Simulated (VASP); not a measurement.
W3Cl: single point with PBE

W3Cl:

```
W Cl
1.0
     2.85205    0.00000    0.00000
    -1.42602    2.46995    0.00000
     0.00000    0.00000   18.15349
W Cl
6 2
Direct
  0.33333 0.66667 0.11932
  0.66667 0.33333 0.61932
  0.33333 0.66667 0.38068
  0.66667 0.33333 0.88068
  0.33333 0.66667 0.75000
  0.66667 0.33333 0.25000
  0.00000 0.00000 0.00000
  0.00000 0.00000 0.50000
```

The cell was built from a structure type or drawn by symmetry, and may not be a known phase.

```yaml
Program: VASP 6.6.1
Task: single point
Functional: PBE
Potentials_or_basis: VASP PAW PBE potentials, release 64 (W_sv, Cl)
Cutoff: 520 eV
k_mesh: 12 × 12 × 2
Occupations: gaussian, width 0.1 eV
Spin: no spin polarisation
```

```yaml
Pressure: 0.4 GPa
Largest_force: 0.021 eV/Å
Band_gap_on_the_k_mesh: zero (bands 49 and 50 overlap by 1.70 eV)
```

Forces on the atoms (eV/Å):
```
W    0.000  0.000  0.021
W    0.000  0.000  0.021
W    0.000  0.000 -0.021
W    0.000  0.000 -0.021
W    0.000  0.000  0.000
W    0.000  0.000  0.000
Cl   0.000  0.000  0.000
Cl   0.000  0.000  0.000
```

Stress tensor (GPa, compression positive):
```
0.27 0.00 0.00
0.00 0.27 0.00
0.00 0.00 0.54
```

Levels at points of the mesh, in eV from the Fermi level:
| k point | band 45 | band 46 | band 47 | band 48 | band 49 | band 50 | band 51 | band 52 | band 53 | band 54 |
| --- | --- | --- | --- | --- | --- | --- | --- | --- | --- | --- |
| (0.00, 0.00, 0.00) | -0.62 | -0.62 | -0.52 | -0.52 | -0.20 | -0.20 | -0.20 | -0.20 | 0.18 | 0.18 |
| (0.50, 0.00, 0.00) | -0.60 | -0.28 | -0.06 | 0.16 | 0.35 | 0.82 | 0.98 | 1.95 | 2.95 | 3.12 |
| (0.00, 0.00, 0.50) | -0.63 | -0.63 | -0.44 | -0.44 | -0.44 | -0.44 | 0.06 | 0.06 | 0.06 | 0.06 |
| (0.50, 0.00, 0.50) | -0.43 | -0.43 | -0.11 | -0.11 | 0.86 | 0.86 | 1.46 | 1.46 | 2.62 | 2.62 |

It took 11 min on 1 thread of Intel Xeon 8259CL (shared host), peak memory 0.38 GiB.

Caveat: spin-orbit coupling is left out, which moves the levels of the heavy elements.
